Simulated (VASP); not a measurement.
Wanted: the native input for a VASP 6.6.1 run.

```yaml
Task: single point
Functional: PBE
Potentials_or_basis: VASP PAW PBE potentials, release 64 (Bi_d, H)
Cutoff: 520 eV
k_mesh: 1 × 1 × 1
Occupations: gaussian, width 0.01 eV
Spin: non-collinear spin, zero start, spin-orbit coupling
Starting_moments: "[[0.0, 0.0, 0.0], [0.0, 0.0, 0.0], [0.0, 0.0, 0.0], [0.0, 0.0, 0.0], [0.0, 0.0, 0.0], [0.0, 0.0, 0.0]] μB"
Dipole_correction: no
Further_INCAR_settings: ALGO = Normal; EDIFF = 1e-07; NBANDS = 36
```

The structure of BiH5 (Bi(H)5) lies in POSCAR:

```
BiH5
1.0
   11.7400000000      0.0000000000      0.0000000000
    0.0000000000     12.1600000000      0.0000000000
    0.0000000000      0.0000000000     12.7700000000
Bi H
1 5
Direct
    0.4610681400      0.5001036200      0.5001949900
    0.4610681400      0.5001036200      0.6480007800
    0.4610681400      0.5001036200      0.3523884100
    0.6165954000      0.5001036200      0.5001949900
    0.3833057900      0.6301414500      0.5001949900
    0.3833049400      0.3700657900      0.5001949900
```

These files were run (other wordings do the same):

INCAR

```
  PREC = Accurate
  ENCUT = 520
  EDIFF = 1E-7
  ISMEAR = 0
  SIGMA = 0.01
  LREAL = False
  LASPH = True
  NELM = 150
  ALGO = Normal
  ISIF = 2
  LWAVE = False
  LCHARG = False
  MAGMOM = 0 0 0 0 0 0 0 0 0 0 0 0 0 0 0 0 0 0
  LORBIT = 11
  LSORBIT = True
  GGA_COMPAT = False
  LORBMOM = True
  GGA = PE
  NBANDS = 36
```

KPOINTS

```
regular mesh
0
Gamma
  1 1 1
```

Potentials or basis: VASP PAW PBE potentials, release 64 (Bi_d, H).

Run with:

```sh
$ cat potpaw_PBE.64/Bi_d/POTCAR potpaw_PBE.64/H/POTCAR > POTCAR
$ mpirun -np 1 vasp_ncl > vasp.out
```

It gave:

```json
{"Largest force": "0.134 eV/Å", "Net moment": "0.00 μB per cell", "Valence electrons inside the program's atomic spheres": "Bi 12.95; H 0.51"}
```

Run time: 11 min on 1 thread of Intel(R) Xeon(R) Platinum 8375C CPU @ 2.90GHz (Ice Lake), on a shared host, peak memory 4 GiB.
